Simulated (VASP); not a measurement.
Input of a VASP 6.6.1 run:

Contents of INCAR:

```
SYSTEM = Sn
ALGO = Normal ; EDIFF = 1E-6
EDIFFG = -0.005 ; ENCUT = 600
GGA = PE ; IBRION = 2
ISIF = 3 ; ISMEAR = -1
LASPH = .TRUE. ; LCHARG = .FALSE.
LREAL = .FALSE. ; LWAVE = .FALSE.
NELM = 60 ; NSW = 80
PREC = Accurate ; SIGMA = 0.02
```

Contents of KPOINTS:

```
k-points
0
G
  6 6 6
  0 0 0
```

The input POSCAR:

```
Sn
1.0
    0.0000000000      3.2100674967      3.2100674967
    3.2100674967      0.0000000000      3.2100674967
    3.2100674967      3.2100674967      0.0000000000
Sn
2
Direct
    0.0000000000      0.0000000000      0.0000000000
    0.2500000000      0.2500000000      0.2500000000
```

Potentials or basis: VASP PAW PBE potentials, release 64 (Sn_d).

Run with:

```console
$ cat potpaw_PBE.64/Sn_d/POTCAR > POTCAR
$ mpirun -np 1 vasp_std > vasp.out
```

Estimate the band gap on the k mesh.

zero (band 14 reaches 4.97 eV, above the bottom of band 15 at 4.74 eV).

What does it give for the relaxed cell?

a = 4.705 Å, b = 4.705 Å, c = 4.705 Å, α = 60.00°, β = 60.00°, γ = 60.00°.

Estimate the space group after relaxing (to 0.05 Å).

Fd-3m (No. 227).

Predict the relaxed volume.

36.82 Å³/atom.

Final structure:
```
Sn
1.0
     0.00000    3.32684    3.32684
     3.32684    0.00000    3.32684
     3.32684    3.32684    0.00000
Sn
2
Direct
  0.00000 0.00000 0.00000
  0.25000 0.25000 0.25000
```

Caveat: spin-orbit coupling is left out, which moves the levels of the heavy elements.
